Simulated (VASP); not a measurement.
Write the native input for VASP 6.6.1 that does the following.

* Task: single point
* Functional: PBE
* Potentials or basis: VASP PAW PBE potentials, release 64 (Zr_sv, C)
* Cutoff: 520 eV
* k mesh: 18 × 18 × 18
* Occupations: gaussian, width 0.15 eV
* Spin: no spin polarisation
* Dipole correction: no
* Further INCAR settings: ALGO = Normal; EDIFF = 1e-07; NBANDS = 15

The structure of ZrC lies in POSCAR:

```
ZrC
1.0
    0.0000000000      2.2562016000      2.5382268000
    2.2562016000      0.0000000000      2.5382268000
    2.2562016000      2.2562016000      0.0000000000
Zr C
1 1
Direct
    0.5000000000      0.5000000000      0.5000000000
    0.0000000000      0.0000000000      0.0000000000
```

This cell differs from its parent crystal: strain -0.040 along x and y, +0.080 along z.

One way to write it, as run:

INCAR

```
SYSTEM = ZrC
PREC     = Accurate       ! precision mode
ENCUT    = 520            ! plane-wave cutoff, eV
EDIFF    = 1E-7           ! SCF threshold, eV
ISMEAR   = 0              ! smearing method
SIGMA    = 0.15           ! smearing width, eV
LREAL    = .False.        ! projectors in reciprocal space
LASPH    = .True.         ! aspherical terms in the spheres
NELM     = 60             ! most SCF steps
ALGO     = Normal         ! electronic algorithm
ISIF     = 2              ! what is computed and relaxed
LWAVE    = .False.        ! write WAVECAR
LCHARG   = .False.        ! write CHGCAR
GGA      = PE             ! functional
NBANDS   = 15             ! bands
```

KPOINTS

```
Automatic mesh
0
Gamma
  18 18 18
  0 0 0
```

Potentials or basis: VASP PAW PBE potentials, release 64 (Zr_sv, C).

Run with:

```bash
$ cat potpaw_PBE.64/Zr_sv/POTCAR potpaw_PBE.64/C/POTCAR > POTCAR
$ mpirun -np 1 vasp_std > vasp.out
```

It gave:

- Pressure: 8.4 GPa
- Band gap on the k mesh: zero (bands 8 and 9 overlap by 1.59 eV)

Caveat: the cell differs from its parent crystal (strain -0.040 along x and y, +0.080 along z); the cell stands under pressure.

Wall time 77 s on 1 thread of Intel(R) Xeon(R) 6975P-C (Granite Rapids), on a shared host, peak memory 0.3 GiB.
